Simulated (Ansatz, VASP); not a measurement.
# Ga in VASP and in Ansatz

File INCAR:

```
PREC = Accurate
ENCUT = 520
EDIFF = 1E-6
ISMEAR = 0
SIGMA = 0.01
LREAL = F
LASPH = T
NELM = 150
ALGO = Fast
ISIF = 2
LWAVE = F
LCHARG = T
MAGMOM = 0 0 0
LORBIT = 11
LSORBIT = T
GGA_COMPAT = F
LORBMOM = T
GGA = VW
LVHAR = T
NBANDS = 24
```

The input KPOINTS:

```
regular mesh
0
Gamma
  13 13 13
```

The input POSCAR:

```
Ga
1.0
   -1.2851619276      1.2851619276      2.1455501503
    1.2851619276     -1.2851619276      2.1455501503
    1.2851619276      1.2851619276     -2.1455501503
Ga
1
Direct
    0.0000000000      0.0000000000      0.0000000000
```

Contents of input.yaml:

```yaml
crystal:
  lattice:
    - [-1.2851619276, 1.2851619276, 2.1455501503]
    - [1.2851619276, -1.2851619276, 2.1455501503]
    - [1.2851619276, 1.2851619276, -2.1455501503]
  atoms:
    - { symbol: Ga, position: [0.0, 0.0, 0.0] }
hamiltonian:
  xc: { exchange: slater, correlation: vwn5 }
  pseudopotentials: { kind: paw_fr }
magnetization:
  noncollinear: true
  spin_orbit: true
kpoints:
  mp_grid: { grid: [13, 13, 13] }
scf:
  occupations: { method: gaussian, width: 0.01 }
  convergence: { dr2_threshold: 1.0e-09 }
  algorithm: direct_min
output:
  forces: true
  stress: true
  eigenvalues: true
```

Alike in both runs: task single point; functional SVWN5; k mesh 13 × 13 × 13; occupations gaussian, width 0.01 eV; non-collinear spin, spin-orbit coupling.

|  | VASP | Ansatz |
| --- | --- | --- |
| version | VASP 6.6.1 | Ansatz 0.2.0 |
| potentials or method | VASP PAW PBE potentials, release 64 (Ga_d) | Ansatz PAW |
| plane-wave cutoff (eV) | 520 | 420 |
| valence electrons in the cell | 13 | 13 |

VASP gave:

- pressure (GPa): 19.2
- traceless stress, the component that is largest in VASP (GPa): -5.36
- net moment per atom (μB): 0.00

Q: Which values does Ansatz return?

A: Pressure (GPa): 19.2; traceless stress, the component that is largest in VASP (GPa): -5.39; net moment per atom (μB): 0.00.

VASP's potentials were made for PBE, not for SVWN5.
